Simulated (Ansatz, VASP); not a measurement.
Given: the input of a run of Ansatz 0.2.0 on GaSb.

input.yaml

```yaml
crystal:
  lattice:
    - [-1.5454583968, 2.6570494188, 2.8738942068]
    - [1.5454583968, -2.6570494188, 2.8738942068]
    - [1.5454583968, 2.6570494188, -2.8738942068]
  atoms:
    - { symbol: Sb, position: [0.5, 0.5, 0.0] }
    - { symbol: Ga, position: [0.0, 0.0, 0.0] }
kpoints:
  mp_grid: { grid: [10, 10, 10] }
scf:
  occupations: { method: fermi_dirac, width: 0.05 }
hamiltonian:
  xc: pbe
  pseudopotentials: { kind: all_electron, lapw: { basis_error: 0.0005 } }
output:
  forces: true
  stress: true
  eigenvalues: true
```

Potentials or basis: all-electron LAPW, scalar-relativistic.

The run is started by

```bash
$ ansatz run input.yaml --threads 1 --pin off --max-ram 3072MiB --backend cpu --events-out ev --progress --plain --runs-dir out
```

**Question.** Set up the same calculation for VASP 6.6.1. Potentials there: VASP PAW PBE potentials, release 64 (Sb, Ga_d).

**Answer.** As run (the cutoff follows the program's own potentials):

INCAR

```
SYSTEM = GaSb
PREC = Accurate
ENCUT = 520
EDIFF = 1E-6
ISMEAR = -1
SIGMA = 0.05
LREAL = .FALSE.
LASPH = .TRUE.
NELM = 100
ALGO = Normal
ISIF = 2
LWAVE = .FALSE.
LCHARG = .TRUE.
GGA = PE
LELF = .TRUE.
LVHAR = .TRUE.
NBANDS = 16
```

File KPOINTS:

```
regular mesh
0
G
  10 10 10
  0 0 0
```

Contents of POSCAR:

```
GaSb
1.0
   -1.5454583968      2.6570494188      2.8738942068
    1.5454583968     -2.6570494188      2.8738942068
    1.5454583968      2.6570494188     -2.8738942068
Sb Ga
1 1
Direct
    0.5000000000      0.5000000000      0.0000000000
    0.0000000000      0.0000000000      0.0000000000
```

Potentials or basis: VASP PAW PBE potentials, release 64 (Sb, Ga_d).

The run is started by

```console
$ cat potpaw_PBE.64/Sb/POTCAR potpaw_PBE.64/Ga_d/POTCAR > POTCAR
$ mpirun -np 1 vasp_std > vasp.out
```

Both were run:

|  | VASP | Ansatz | Ansatz less VASP |
| --- | --- | --- | --- |
| gap on the k mesh at the Fermi level (eV) | none | none | - |
| pressure (GPa) | 1.0 | 1.0 | +0.01 |
| traceless stress, the component that is largest in VASP (GPa) | 1.08 | 1.10 | +0.023 |

A gap of «none» marks a metal or a gap that the smearing closes. Ansatz ran all-electron here, and VASP with PAW potentials.

Spin-orbit coupling is off throughout.
